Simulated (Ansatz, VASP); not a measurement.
**Two plane-wave programs on SrO**

The input POSCAR:

```
SrO
1.0
    0.0000000000      2.5024955561      2.5024955561
    2.5024955561      0.0000000000      2.5024955561
    2.5024955561      2.5024955561      0.0000000000
Sr O
1 1
Direct
    0.0000000000      0.0000000000      0.0000000000
    0.5000000000      0.5000000000      0.5000000000
```

Contents of INCAR.step1:

```
SYSTEM = SrO
PREC = Accurate
ENCUT = 520
EDIFF = 1E-5
ISMEAR = 0
SIGMA = 0.01
LREAL = .FALSE.
LASPH = .TRUE.
NELM = 80
ALGO = Normal
ISIF = 2
LWAVE = .TRUE.
LCHARG = .FALSE.
GGA = PE
NBANDS = 15
```

INCAR.step2

```
SYSTEM = SrO
PREC = Accurate
ENCUT = 520
EDIFF = 1E-6
ISMEAR = 0
SIGMA = 0.01
LREAL = .FALSE.
LASPH = .TRUE.
NELM = 80
ALGO = Normal
ISIF = 2
LWAVE = .FALSE.
LCHARG = .FALSE.
GGA = PE
LHFCALC = .TRUE.
HFSCREEN = 0.2079
PRECFOCK = Normal
ISTART = 1
NBANDS = 15
```

File KPOINTS:

```
regular mesh
0
G
  6 6 6
  0 0 0
```

Input for Ansatz:

```yaml
crystal:
  lattice:
    - [0.0, 2.5024955561, 2.5024955561]
    - [2.5024955561, 0.0, 2.5024955561]
    - [2.5024955561, 2.5024955561, 0.0]
  atoms:
    - { symbol: Sr, position: [0.0, 0.0, 0.0] }
    - { symbol: O, position: [0.5, 0.5, 0.5] }
kpoints:
  mp_grid: { grid: [6, 6, 6] }
  band_path:
    path:
      - [0.0, 0.0, 0.0]
      - [0.5, 0.0, 0.5]
      - [0.625, 0.25, 0.625]
      - [0.375, 0.375, 0.75]
      - [0.5, 0.5, 0.5]
      - [0.5, 0.25, 0.75]
      - [0.0, 0.5, 0.5]
    npoints: 1
hamiltonian:
  xc: hse06
scf:
  occupations: { method: fixed }
  n_extra_bands: 4
output:
  forces: true
  stress: true
  eigenvalues: true
```

Change from the starting cell: hydrostatic strain -3.0%.

Alike in both runs: task single point; functional HSE06; k mesh 6 × 6 × 6; no spin polarisation.

|  | VASP | Ansatz |
| --- | --- | --- |
| version | VASP 6.6.1 | Ansatz 0.2.0 |
| potentials or method | VASP PAW PBE potentials, release 64 (Sr_sv, O) | plane waves, PAW |
| plane-wave cutoff (eV) | 520 | 420 |
| occupations | gaussian, width 0.01 eV | fixed |
| valence electrons in the cell | 16 | 16 |

Ansatz gave:

* gap on the k mesh at the Fermi level (eV): 4.76
* pressure (GPa): 9.9

**Question.** What did VASP give for the same quantities?

**Answer.** gap on the k mesh at the Fermi level (eV): 4.70; pressure (GPa): 10.7.

Ansatz's warnings: stress exchange threshold loose, stress scf threshold loose.
